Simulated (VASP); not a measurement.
Write the native input for VASP 6.6.1 that does the following.

```
Task                   : single point
Functional             : PBE
Potentials or basis    : VASP PAW PBE potentials, release 64 (W_sv)
Cutoff                 : 500 eV
k mesh                 : 2 × 2 × 2
Occupations            : fermi-dirac, width 0.5 eV
Spin                   : no spin polarisation
Dipole correction      : no
Further INCAR settings : ALGO = Normal; EDIFF = 1e-06; NBANDS = 13
```

The structure of W lies in POSCAR:

```
W
1.0
   -1.5630456403      1.5630456403      1.5630456403
    1.5630456403     -1.5630456403      1.5630456403
    1.5630456403      1.5630456403     -1.5630456403
W
1
Direct
    0.0000000000      0.0000000000      0.0000000000
```

The input as run:

INCAR

```
SYSTEM = W
PREC = Accurate
ENCUT = 500
EDIFF = 1E-6
ISMEAR = -1
SIGMA = 0.5
LREAL = .FALSE.
LASPH = .TRUE.
NELM = 120
ALGO = Normal
ISIF = 2
LWAVE = .FALSE.
LCHARG = .FALSE.
GGA = PE
NBANDS = 13
GGA_COMPAT = .FALSE.
```

KPOINTS

```
regular mesh
0
G
  2 2 2
  0 0 0
```

Potentials or basis: VASP PAW PBE potentials, release 64 (W_sv).

Run with:

```sh
$ cat potpaw_PBE.64/W_sv/POTCAR > POTCAR
$ mpirun -np 1 vasp_std > vasp.out
```

It gave:

- Pressure: 33.2 GPa
- Band gap on the k mesh: zero (band 7 reaches 17.38 eV, above the bottom of band 8 at 10.66 eV)

Caveat: the k points lie up to 1.42 Å⁻¹ apart; spin-orbit coupling is left out, which moves the levels of the heavy elements.

Run time: 1.4 s on 1 thread of Intel(R) Xeon(R) 6975P-C (Granite Rapids), on a shared host, peak memory 0.12 GiB.
